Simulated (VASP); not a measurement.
Runs of VASP 6.6.1 on AlP2. The structure is that of space group P6_3mc (No. 186), or close to it. The cells are those of the table. 

```tsv
task	cell	k mesh	cutoff (eV)	gap on the mesh (eV)	pressure (GPa)	largest force (eV/Å)
relaxation of cell and atoms	relaxed from a = 3.376, b = 3.376, c = 10.641 Å, angles 90.0, 90.0, 120.0°, 6 atoms	6 × 6 × 2	600	none	-0.1	0.03
single point	a = 3.376, b = 3.376, c = 10.641 Å, angles 90.0, 90.0, 120.0°, 6 atoms	6 × 6 × 2	520	none	9.3	1.66
single point	a = 3.396, b = 3.396, c = 9.626 Å, angles 90.0, 90.0, 120.0°, 6 atoms	12 × 12 × 4	520	none	-0.1	0.01
single point	a = 3.447, b = 3.447, c = 9.441 Å, angles 90.0, 90.0, 120.0°, 6 atoms	6 × 6 × 2	520	none	(a)	0.01
```

Alike in all rows: level PBE; potentials or basis VASP PAW PBE potentials, release 64 (Al, P); no spin polarisation; smearing gaussian 0.1 eV.

Estimate the missing entries.

(a) -0.2.

Caveats: forces of over 1 eV/Å act on the atoms, so gaps and moduli don't describe the material at rest (some runs).

A gap of «none» marks levels without a gap at the run's occupations.
